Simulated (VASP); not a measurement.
# Cu: single point with PBEsol

The system is Cu.

```
Cu
1.0
    -1.48608    1.44279    1.37608
     1.48608   -1.44279    1.37608
     1.48608    1.44279   -1.37608
Cu
1
Direct
  0.00000 0.00000 0.00000
```

This cell differs from its parent crystal: strain +0.0300 x Voigt [1, 0, 0, 0, 0, 0].

```json
{
 "Program": "VASP 6.6.1",
 "Task": "single point",
 "Functional": "PBEsol",
 "Potentials or basis": "VASP PAW PBE potentials, release 64 (Cu)",
 "Cutoff": "520 eV",
 "k mesh": "24 × 24 × 24",
 "Occupations": "gaussian, width 0.15 eV",
 "Spin": "no spin polarisation",
 "Dipole correction": "no",
 "Further INCAR settings": "ALGO = Fast; EDIFF = 1e-06; NBANDS = 12"
}
```

```
Pressure               : -5.1 GPa
Band gap on the k mesh : zero (an odd number of electrons rules out a gap without spin polarisation)
```

Stress tensor (GPa, compression positive):
```
-4.62  0.00  0.00
 0.00 -5.47  0.00
 0.00  0.00 -5.20
```

Levels at points of the mesh, in eV from the Fermi level:
```tsv
k point	band 3	band 4	band 5	band 6	band 7	band 8	band 9	band 10
(0.00, 0.00, 0.00)	-3.06	-2.96	-2.24	-1.96	24.17	24.55	26.00	27.78
(0.50, 0.00, 0.00)	-2.04	-1.85	-1.34	-0.34	4.73	16.54	16.61	20.54
(0.00, 0.50, 0.00)	-2.19	-1.87	-1.36	-0.56	4.43	17.35	17.36	21.22
(0.50, 0.50, 0.00)	-2.32	-2.03	-1.38	-0.92	3.91	18.61	18.78	22.39
(0.50, 0.50, 0.50)	-1.56	-1.53	-1.48	6.88	7.93	9.78	12.76	13.85
```

Run time: 2.2 min on 1 thread of Intel(R) Xeon(R) 6975P-C (Granite Rapids), with other jobs on the host, peak memory 0.35 GiB.

Caveat: the cell differs from its parent crystal (strain +0.0300 x Voigt [1, 0, 0, 0, 0, 0]); the cell stands under tension; the PAW data sets were made with another functional, which shifts forces and pressure a little.
